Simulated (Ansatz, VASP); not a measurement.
**Two plane-wave programs on SiC5**

```xyz
6
Lattice="3.8864 0.0000 0.0000 0.0000 3.8864 0.0000 0.0000 0.0000 3.5006" Properties=species:S:1:pos:R:3 pbc="T T T"
Si    1.9432    1.9432    0.0000
C     1.9432    0.0000    1.7503
C     0.0000    1.9432    1.7503
C     1.9432    0.0000    0.0000
C     0.0000    1.9432    0.0000
C     1.9432    1.9432    1.7503
```

Alike in both runs: functional PBE; k mesh 4 × 4 × 6; occupations gaussian, width 0.1 eV; no spin polarisation.

Ansatz relaxed the structure, and its values are those at the end. VASP's run is a single point on that final structure, the one shown.

|  | VASP | Ansatz |
| --- | --- | --- |
| version | VASP 6.6.1 | Ansatz 0.2.0 |
| potentials or method | VASP PAW PBE potentials, release 64 (Si, C), cutoff 520 eV | scalar-relativistic, plane waves, PAW |
| valence electrons in the cell | 24 | 24 |

```csv
,VASP,Ansatz,Ansatz less VASP
gap on the k mesh at the Fermi level (eV),none,none,-
pressure (GPa),0.1,0.1,+0.04
```

A gap of «none» marks a metal or a gap that the smearing closes.

The k mesh is coarse, so the values compare programs but aren't converged.
